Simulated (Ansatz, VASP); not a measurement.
## Sn: VASP beside Ansatz

```
CELL_PARAMETERS angstrom
-1.73599 1.73599 2.25679
1.73599 -1.73599 2.25679
1.73599 1.73599 -2.25679
ATOMIC_POSITIONS crystal
Sn 0.00000 0.00000 0.00000
```

Alike in both runs: task single point; functional r2SCAN; k mesh 20 × 20 × 20; occupations gaussian, width 0.15 eV; no spin polarisation.

```csv
,VASP,Ansatz
version,VASP 6.6.1,Ansatz 0.2.0
potentials or method,"VASP PAW PBE potentials, release 64 (Sn_d), cutoff 520 eV","scalar-relativistic, plane waves, PAW"
valence electrons in the cell,14,14
```

|  | VASP | Ansatz | Ansatz less VASP |
| --- | --- | --- | --- |
| gap on the k mesh at the Fermi level (eV) | none | none | - |
| pressure (GPa) | 0.2 | 0.2 | +0.01 |
| traceless stress, the component that is largest in VASP (GPa) | -0.35 | -0.35 | +0.002 |

VASP's potentials were made for PBE, not for r2SCAN. A gap of «none» marks a metal or a gap that the smearing closes. The functional is the same, so the differences come from potentials, cutoffs and numerics.
